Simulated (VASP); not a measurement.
Set up this calculation in VASP 6.6.1, as the native input.

- Task: relaxation of cell and atoms
- Functional: PBE
- Potentials or basis: VASP PAW PBE potentials, release 64 (Pb_d, S)
- Cutoff: 600 eV
- k mesh: 8 × 8 × 6
- Occupations: gaussian, width 0.02 eV
- Spin: no spin polarisation
- Dipole correction: no
- Further INCAR settings: ALGO = Normal; EDIFF = 1e-07; IBRION = 2; EDIFFG = -0.01; NSW = 100; ISIF = 3

The structure of PbS lies in POSCAR:

```
PbS
1.0
    4.2480534138      0.0000000000      0.0000000000
    0.0000000000      4.2480534138      0.0000000000
    0.0000000000      0.0000000000      6.0090997648
Pb S
2 2
Direct
    0.5000000000      0.0000000000      0.7488913845
    0.0000000000      0.5000000000      0.2511086155
    0.5000000000      0.0000000000      0.2514106328
    0.0000000000      0.5000000000      0.7485893672
```

One way to write it, as run:

INCAR

```
SYSTEM = PbS
PREC = Accurate ; ENCUT = 600
EDIFF = 1E-7 ; ISMEAR = 0
SIGMA = 0.02 ; LREAL = .False.
LASPH = .True. ; NELM = 100
ALGO = Normal ; ISIF = 3
LWAVE = .False. ; LCHARG = .False.
GGA = PE ; IBRION = 2
NSW = 100 ; EDIFFG = -0.01
```

KPOINTS

```
regular mesh
0
Gamma
  8 8 6
  0 0 0
```

Potentials or basis: VASP PAW PBE potentials, release 64 (Pb_d, S).

Launch:

```bash
$ cat potpaw_PBE.64/Pb_d/POTCAR potpaw_PBE.64/S/POTCAR > POTCAR
$ mpirun -np 1 vasp_std > vasp.out
```

Results of the run:

```
Pressure after relaxing      : 0.0 GPa
Largest force after relaxing : 0.008 eV/Å
Band gap on the k mesh       : 0.50 eV
```

Caveat: the relaxation stopped at its first step, so nothing moved; spin-orbit coupling is left out, which moves the levels of the heavy elements.

Wall time 2.7 min on 1 thread of AMD EPYC 7R43 64-Core Processor (Zen 3), with other jobs on the host, peak memory 0.31 GiB.
